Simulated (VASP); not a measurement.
# Mg48O47 (a cell with a defect) in VASP: single point with PBEsol

Aim: the single point of Mg48O47 (a cell with a defect) with PBEsol.

All numbers are computed with VASP 6.6.1; they aren't measurements. Logs are shortened: lines on timing, memory, paths and dates and some standing lists are left out, and cuts for length are marked.

## Step 1: The cell of the first run

The cell holds a defect, 95 atoms: a = 9.906 Å, b = 11.438 Å, c = 10.050 Å, α = 90.00°, β = 90.00°, γ = 90.00°.

## Step 2: Single point, PBEsol

Contents of INCAR:

```
  ALGO = Normal
  EDIFF = 1E-6
  ENCUT = 520
  GGA = PS
  ISIF = 2
  ISMEAR = -1
  ISYM = 0
  LASPH = T
  LCHARG = T
  LELF = T
  LREAL = Auto
  LVHAR = T
  LWAVE = F
  NBANDS = 242
  NELM = 60
  PREC = Accurate
  SIGMA = 0.05
```

Contents of KPOINTS:

```
Automatic mesh
0
Gamma
  1 1 1
  0.25 0.25 0.25
```

Contents of POSCAR:

```
Mg48O47
1.0
    9.9058180000      0.0000000000      0.0000000000
    0.0000000000     11.4382530000      0.0000000000
    0.0000000000      0.0000000000     10.0496460000
Mg O
48 47
Direct
    0.1664990000      0.0835980000      0.2449030000
    0.1663370000      0.0835290000      0.7451680000
    0.9998950000      0.3335430000      0.2450450000
    0.9999040000      0.3335020000      0.7448140000
    0.4997530000      0.0834690000      0.2450670000
    0.4998210000      0.0835720000      0.7451290000
    0.3332570000      0.3335800000      0.2452240000
    0.3328350000      0.3332120000      0.7446140000
    0.1666560000      0.5834040000      0.2451700000
    0.1662430000      0.5833150000      0.7446600000
    0.9998220000      0.8335310000      0.2448990000
    0.9998370000      0.8335710000      0.7452700000
    0.8331990000      0.0835260000      0.2449410000
    0.8332140000      0.0835890000      0.7451500000
    0.6665820000      0.3336390000      0.2452590000
    0.6670370000      0.3331370000      0.7446570000
    0.4999160000      0.5834720000      0.2403660000
    0.4999650000      0.5834990000      0.7458380000
    0.3333820000      0.8334600000      0.2451870000
    0.3330630000      0.8339060000      0.7447870000
    0.8331970000      0.5835190000      0.2451790000
    0.8335250000      0.5833540000      0.7447090000
    0.6664010000      0.8335310000      0.2453560000
    0.6664890000      0.8340180000      0.7447360000
    0.9998440000      0.1672090000      0.4950130000
    0.9998150000      0.1669940000      0.9949380000
    0.3331900000      0.1662310000      0.4950900000
    0.3331350000      0.1668300000      0.9950660000
    0.1669950000      0.4170480000      0.4948290000
    0.1664490000      0.4167930000      0.9949340000
    0.9998930000      0.6674320000      0.4951140000
    0.9998890000      0.6668080000      0.9950280000
    0.6664450000      0.1662120000      0.4948720000
    0.6664810000      0.1667820000      0.9952450000
    0.4999750000      0.4170500000      0.4950110000
    0.4998670000      0.4161730000      0.9938170000
    0.3336480000      0.6666720000      0.4948490000
    0.3326270000      0.6670620000      0.9939290000
    0.1661560000      0.9171680000      0.4949980000
    0.1664760000      0.9168770000      0.9952000000
    0.8329100000      0.4171320000      0.4948880000
    0.8332220000      0.4168080000      0.9950140000
    0.6661590000      0.6667170000      0.4949680000
    0.6671350000      0.6672800000      0.9939090000
    0.4998160000      0.9162780000      0.4951380000
    0.4998460000      0.9169100000      0.9950040000
    0.8336570000      0.9171890000      0.4952410000
    0.8332070000      0.9169340000      0.9950470000
    0.9997970000      0.1669250000      0.1932490000
    0.9998050000      0.1668600000      0.6934240000
    0.3332410000      0.1669470000      0.1934180000
    0.3330500000      0.1665810000      0.6934210000
    0.1666190000      0.4167880000      0.1933510000
    0.1664730000      0.4167460000      0.6930880000
    0.9999580000      0.6667870000      0.1933600000
    0.9998690000      0.6670240000      0.6932770000
    0.6664180000      0.1669350000      0.1936260000
    0.6665200000      0.1665390000      0.6931930000
    0.4999090000      0.4165370000      0.1924450000
    0.4999300000      0.4167290000      0.6936500000
    0.3330070000      0.6669690000      0.1924630000
    0.3332310000      0.6668750000      0.6934650000
    0.1666830000      0.9168070000      0.1934620000
    0.1663260000      0.9169770000      0.6933180000
    0.8332120000      0.4168600000      0.1934370000
    0.8333460000      0.4167910000      0.6931840000
    0.6667740000      0.6670410000      0.1925620000
    0.6665720000      0.6669860000      0.6935870000
    0.4999180000      0.9168270000      0.1933820000
    0.4997440000      0.9170100000      0.6934280000
    0.8330250000      0.9168030000      0.1933700000
    0.8333370000      0.9170210000      0.6935280000
    0.1663210000      0.0836310000      0.4432690000
    0.1664360000      0.0835060000      0.9435710000
    0.9999620000      0.3339020000      0.4433720000
    0.9998240000      0.3335300000      0.9431550000
    0.4997430000      0.0829060000      0.4433960000
    0.4998050000      0.0835620000      0.9434660000
    0.3335810000      0.3330150000      0.4436510000
    0.3329370000      0.3333320000      0.9429120000
    0.1665140000      0.5839250000      0.4435030000
    0.1663130000      0.5833820000      0.9428770000
    0.9998650000      0.8338010000      0.4431920000
    0.9998800000      0.8335170000      0.9435530000
    0.8334560000      0.0836210000      0.4433010000
    0.8331980000      0.0835630000      0.9435180000
    0.6663500000      0.3330240000      0.4436550000
    0.6667770000      0.3332500000      0.9429670000
    0.4999270000      0.5834860000      0.9443210000
    0.3327100000      0.8334470000      0.4435460000
    0.3331050000      0.8337130000      0.9430430000
    0.8333120000      0.5840470000      0.4435250000
    0.8333590000      0.5834100000      0.9429880000
    0.6670910000      0.8335100000      0.4437590000
    0.6665340000      0.8338420000      0.9429930000
```

Potentials or basis: VASP PAW PBE potentials, release 64 (Mg, O).

The run is started by

```console
cat potpaw_PBE.64/Mg/POTCAR potpaw_PBE.64/O/POTCAR > POTCAR
mpirun -np 1 vasp_std > vasp.out
```

OUTCAR:

```text
EDIFF = 1E-6
   ENCUT = 520
   GGA = PS
   ISIF = 2
   ISMEAR = -1
   ISYM = 0
   LASPH = T
   LREAL = Auto
   NELM = 60
   PREC = Accurate

 ion  position               nearest neighbor table
   1  0.166  0.084  0.245-  49 1.98  51 1.98  63 1.98  73 1.99  40 3.15  28 3.15  39 3.15  27 3.15
                            26 3.15  25 3.16   3 3.30   5 3.30  13 3.30   7 3.30  11 3.30  19 3.30
   2  0.166  0.084  0.745-  52 1.97  50 1.97  64 1.98  74 1.99  26 3.15  39 3.15  27 3.15  28 3.15
                            40 3.15  25 3.16   8 3.30  20 3.30  14 3.30   4 3.30  12 3.30   6 3.30
   3  1.000  0.334  0.245-  49 1.98  65 1.98  53 1.98  75 1.99  25 3.15  30 3.15  26 3.15  42 3.15
                            29 3.15  41 3.16   9 3.30   1 3.30  15 3.30  21 3.30   7 3.30  13 3.30
   4  1.000  0.334  0.745-  66 1.97  54 1.97  50 1.97  76 1.99  25 3.15  26 3.15  30 3.15  42 3.16
                            41 3.16  29 3.16  16 3.30   8 3.30  10 3.30  22 3.30   2 3.30  14 3.30
   5  0.500  0.083  0.245-  51 1.98  69 1.98  57 1.98  77 1.99  33 3.15  27 3.15  34 3.15  46 3.15
                            28 3.15  45 3.16  19 3.30   1 3.30  23 3.30   7 3.30  13 3.30  15 3.30
   6  0.500  0.084  0.745-  70 1.97  58 1.97  52 1.98  78 1.99  27 3.15  46 3.15  28 3.15  33 3.15
                            34 3.15  45 3.16  24 3.30  20 3.30   8 3.30  16 3.30  14 3.30   2 3.30
   7  0.333  0.334  0.245-  53 1.98  51 1.98  59 1.98  79 1.99  29 3.15  35 3.15  28 3.16  30 3.16
                            27 3.16  36 3.16   9 3.30  17 3.30  15 3.30   5 3.30   1 3.30   3 3.30
   8  0.333  0.333  0.745-  54 1.97  52 1.97  60 1.98  80 1.99  36 3.15  29 3.15  27 3.15  35 3.15
                            28 3.16  30 3.16   4 3.30   2 3.30   6 3.30  10 3.30  18 3.31  16 3.31
   9  0.167  0.583  0.245-  53 1.98  55 1.98  61 1.98  81 1.99  29 3.15  37 3.15  30 3.16  32 3.16
[... 124 lines left out ...]
  94  0.667  0.834  0.444-  43 1.98  47 1.98  45 1.98  23 1.99
  95  0.667  0.834  0.943-  44 1.97  46 1.98  48 1.98  24 1.99

IMPORTANT INFORMATION: All symmetrisations will be switched off!
NOSYMM: (Re-)initialisation of all symmetry stuff for point group C_1.

----------------------------------------------------------------------------------------

                                     Primitive cell

  volume of cell :    1138.6777

  direct lattice vectors                    reciprocal lattice vectors
     9.905818000  0.000000000  0.000000000     0.100950775  0.000000000  0.000000000
     0.000000000 11.438253000  0.000000000     0.000000000  0.087425938  0.000000000
     0.000000000  0.000000000 10.049646000     0.000000000  0.000000000  0.099505993

  length of vectors
     9.905818000 11.438253000 10.049646000     0.100950775  0.087425938  0.099505993

  position of ions in fractional coordinates (direct lattice)
     0.166499000  0.083598000  0.244903000
     0.166337000  0.083529000  0.745168000
[... 255 lines left out ...]
   EMIN   =  10.00;   EMAX   =-10.00  energy-range for DOS
   EFERMI =   0.00;   METHOD = LEGACY
   ISMEAR =    -1;   SIGMA  =   0.05  broadening in eV -4-tet -1-fermi 0-gaus
   EFERMI_NEDOS =   21; number of points for ismear=-14 and -15
   IALGO  =     38    algorithm
   IMIX   =      4    mixing-type and parameters
     AMIX     =   0.40;   BMIX     =  1.00
     AMIX_MAG =   1.60;   BMIX_MAG =  1.00
  volume/ion in A,a.u.               =      11.99        80.89
  Fermi-wavevector in a.u.,A,eV,Ry     =   1.133544  2.142088 17.482434  1.284923
  Thomas-Fermi vector in A             =   2.270247
   LORBIT       =      0    0 simple, 1 ext, 2 COOP (PROOUT), +10 PAW based schemes
   GGA     = PS    functional components
   LHFCALC =     F    Hartree Fock is set to
   AEXX    =    0.0000 exact exchange contribution
   IVDW    =     0    specifies the selected vdW correction
   LEPSILON=     F    determine dielectric tensor
   LRPA    =     F    only Hartree local field effects (RPA)
 non-spin polarized calculation
  energy-cutoff  :      520.00
  volume of cell :     1138.68
 maximum number of plane-waves:     30661
 NGX is ok and might be reduce to    80
   NGX = 37   NGY = 43   NGZ = 37

 number of electron     378.0000132 magnetization

 Free energy of the ion-electron system (eV)
  ---------------------------------------------------
  ext. energy  EPLUGINS =         0.00000000
  ---------------------------------------------------
  free energy    TOTEN  =      -577.88105857 eV

  energy without entropy =     -577.88105857  energy(sigma->0) =     -577.88105857

 E-fermi :   4.0410     XC(G=0):  -9.9274

 val. band max:        2.9994867076   @ k =   0.2500  -0.2500  -0.2500
 cond. band min:       5.0852545373   @ k =   0.2500   0.2500   0.2500
 fundamental gap:      2.0857678298
 Fermi energy:         4.0409724002

 k-point     1 :       0.2500    0.2500    0.2500
  band No.  band energies     occupation
      1     -15.1316      2.00000
      2     -14.9928      2.00000
      3     -14.9536      2.00000
      4     -14.9288      2.00000
      5     -14.8365      2.00000
      6     -14.8163      2.00000
[... 805 lines left out ...]
    200       7.4447      0.00000
    201       7.7408      0.00000
 [bands above 201 left out]

------------------------ aborting loop because EDIFF is reached ----------------------------------------

  FORCE on cell =-STRESS in cart. coord.  units (eV):
  Direction    XX          YY          ZZ          XY          YZ          ZX
  --------------------------------------------------------------------------------------
  -------------------------------------------------------------------------------------
  Total       -1.1661230     -1.0821127     -1.1166959      0.0113272     -0.0246778      0.0037055
  in kB       -1.6407943     -1.5225876     -1.5712478      0.0159379     -0.0347229      0.0052138
  external PRESSURE =      -1.5782099 kB  Pullay stress =       0.0000000 kB

 VOLUME and BASIS-vectors are now :
 -----------------------------------------------------------------------------
  energy-cutoff  :      520.00
  volume of cell :     1138.68
      direct lattice vectors                 reciprocal lattice vectors
     9.905818000  0.000000000  0.000000000     0.100950775  0.000000000  0.000000000
     0.000000000 11.438253000  0.000000000     0.000000000  0.087425938  0.000000000
     0.000000000  0.000000000 10.049646000     0.000000000  0.000000000  0.099505993

 POSITION                                       TOTAL-FORCE (eV/Angst)
 -----------------------------------------------------------------------------------
      1.64931      0.95622      2.46119        -0.002763     -0.005445      0.001194
      1.64770      0.95543      7.48867         0.002357     -0.004851      0.005355
      9.90478      3.81515      2.46262         0.000634     -0.001432      0.002132
      9.90487      3.81468      7.48512         0.000581      0.002750      0.000924
      4.95046      0.95474      2.46284         0.004374     -0.001621      0.001094
      4.95114      0.95592      7.48828        -0.001346     -0.003131      0.001091
[... 87 lines left out ...]
      6.60808      9.53390      4.45962         0.001796      0.004825      0.001766
      6.60256      9.53770      9.47675         0.001702     -0.002760     -0.001531
 -----------------------------------------------------------------------------------
    total drift:                               -0.000686      0.008776      0.012117

  FREE ENERGIE OF THE ION-ELECTRON SYSTEM (eV)
  ---------------------------------------------------
  free  energy   TOTEN  =      -577.8810585698 eV

  energy  without entropy=     -577.8810585660  energy(sigma->0) =     -577.88105857
```

Run time: 82 min. Hardware: 1 thread of Oxide Virtual Turin-like, shared host; peak memory 1.4 GiB.

Results:

| Quantity | Value |
| --- | --- |
| Free energy | -577.8811 eV |
| Pressure | -0.2 GPa |
| Largest force | 0.023 eV/Å |
| Band gap on the k mesh | 2.09 eV |

Forces on the atoms (eV/Å):
```
Mg  -0.003 -0.005  0.001
Mg   0.002 -0.005  0.005
Mg   0.001 -0.001  0.002
Mg   0.001  0.003  0.001
Mg   0.004 -0.002  0.001
Mg  -0.001 -0.003  0.001
Mg  -0.009 -0.001  0.001
Mg  -0.003  0.002  0.002
Mg  -0.004 -0.002 -0.004
Mg   0.000 -0.002 -0.005
Mg   0.004  0.005 -0.003
Mg   0.004  0.003 -0.001
Mg   0.002 -0.002  0.002
Mg   0.003 -0.002  0.004
Mg   0.009 -0.004  0.000
Mg  -0.004  0.003 -0.002
Mg   0.000 -0.002 -0.023
Mg  -0.006 -0.002 -0.002
Mg  -0.004  0.011 -0.002
Mg  -0.002  0.001 -0.003
Mg   0.000 -0.007 -0.005
Mg   0.000 -0.002  0.002
Mg   0.002  0.007 -0.003
Mg   0.006 -0.002  0.000
Mg   0.004 -0.005  0.001
Mg   0.001 -0.009  0.005
Mg   0.004  0.000  0.005
Mg  -0.006 -0.005 -0.001
Mg  -0.004  0.000  0.005
Mg   0.003 -0.002 -0.003
Mg   0.005 -0.001  0.000
Mg  -0.001 -0.003 -0.004
Mg  -0.002 -0.003  0.008
Mg   0.006 -0.005 -0.002
Mg  -0.002 -0.018  0.011
Mg   0.002  0.002 -0.001
Mg  -0.015  0.008  0.013
Mg  -0.001  0.006 -0.004
Mg   0.001 -0.006  0.005
Mg   0.005  0.003 -0.005
Mg   0.004 -0.004  0.000
Mg  -0.001 -0.001 -0.005
Mg   0.016  0.007  0.008
Mg  -0.001 -0.008  0.005
Mg   0.002 -0.001  0.001
Mg  -0.004 -0.001  0.000
Mg  -0.002 -0.003 -0.002
Mg  -0.002  0.000  0.002
O    0.001  0.003  0.002
O   -0.002  0.004 -0.005
O   -0.008  0.002  0.001
O   -0.002  0.002 -0.005
O    0.003  0.006  0.002
O    0.002  0.004  0.004
O   -0.002 -0.006  0.002
O    0.000  0.004 -0.001
O    0.006  0.001 -0.004
O    0.005  0.005  0.001
O   -0.001  0.002  0.002
O    0.001  0.000 -0.006
O   -0.006 -0.004  0.006
O   -0.001 -0.001  0.004
O    0.001  0.002  0.004
O    0.002  0.000  0.000
O   -0.004  0.006 -0.001
O   -0.004  0.002 -0.003
O    0.010 -0.002 -0.001
O    0.003 -0.004 -0.001
O   -0.005 -0.002 -0.004
O   -0.002 -0.001 -0.008
O    0.001  0.001  0.002
O    0.000 -0.001 -0.005
O    0.002  0.005 -0.003
O    0.005  0.001 -0.006
O   -0.006  0.004 -0.006
O    0.000  0.008  0.003
O    0.002  0.004 -0.006
O    0.001  0.002  0.000
O   -0.004  0.000  0.000
O   -0.002  0.006  0.002
O   -0.004  0.001  0.004
O    0.005 -0.004  0.008
O   -0.003  0.001 -0.003
O   -0.005 -0.003  0.003
O   -0.009  0.001 -0.002
O   -0.007  0.002 -0.002
O    0.004  0.004  0.001
O    0.006  0.007  0.001
O    0.000  0.001 -0.012
O   -0.005  0.002  0.007
O    0.003  0.000  0.002
O    0.000 -0.010  0.005
O    0.001 -0.001  0.006
O    0.002  0.005  0.002
O    0.002 -0.003 -0.002
```

Levels at points of the mesh, in eV from the valence-band top:
```csv
k point,band 185,band 186,band 187,band 188,band 189,band 190,band 191,band 192,band 193,band 194
"(0.25, 0.25, 0.25)",-2.39,-2.30,-2.27,-2.23,0.00,2.09,2.81,2.95,3.40,3.46
```

Caveat: the PAW data sets were made with another functional, which shifts forces and pressure a little.
